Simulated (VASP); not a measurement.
Input of a VASP 6.6.1 run:

The input INCAR:

```
SYSTEM = Li2RhN2
PREC = Accurate
ENCUT = 520
EDIFF = 1E-6
ISMEAR = 1
SIGMA = 0.1
LREAL = .FALSE.
LASPH = .TRUE.
NELM = 60
ALGO = Normal
ISIF = 2
LWAVE = .FALSE.
LCHARG = .FALSE.
GGA = PE
NBANDS = 24
```

The input KPOINTS:

```
regular mesh
0
G
  7 7 4
  0 0 0
```

File POSCAR:

```
Li2RhN2
1.0
    3.2214626416      0.0000000000      0.0000000000
   -1.6107313208      2.7898684850      0.0000000000
    0.0000000000      0.0000000000      5.0759660458
Rh N Li
1 2 2
Direct
    0.0128070000      0.0109850000     -0.0116930000
    0.3451150000      0.6882240000      0.2083290000
    0.6982230000      0.3555770000      0.7964200000
    0.3383490000      0.6651990000      0.6450190000
    0.6595890000      0.3430480000      0.3623870000
```

Potentials or basis: VASP PAW PBE potentials, release 64 (Rh_pv, N, Li_sv).

The run is started by

```bash
$ cat potpaw_PBE.64/Rh_pv/POTCAR potpaw_PBE.64/N/POTCAR potpaw_PBE.64/Li_sv/POTCAR > POTCAR
$ mpirun -np 1 vasp_std > vasp.out
```

Problem. What does it give for the largest force?

Solution. 1.038 eV/Å.

Problem. What does it give for the band gap on the k mesh?

Solution. Zero (an odd number of electrons rules out a gap without spin polarisation).

Forces on the atoms (eV/Å):
```
Rh   0.187  0.391  0.943
N    0.045 -0.282  0.007
N   -0.574 -0.460 -0.451
Li   0.123  0.271 -0.042
Li   0.219  0.080 -0.457
```

Caveat: forces of over 1 eV/Å act on the atoms, so gaps and moduli don't describe the material at rest.
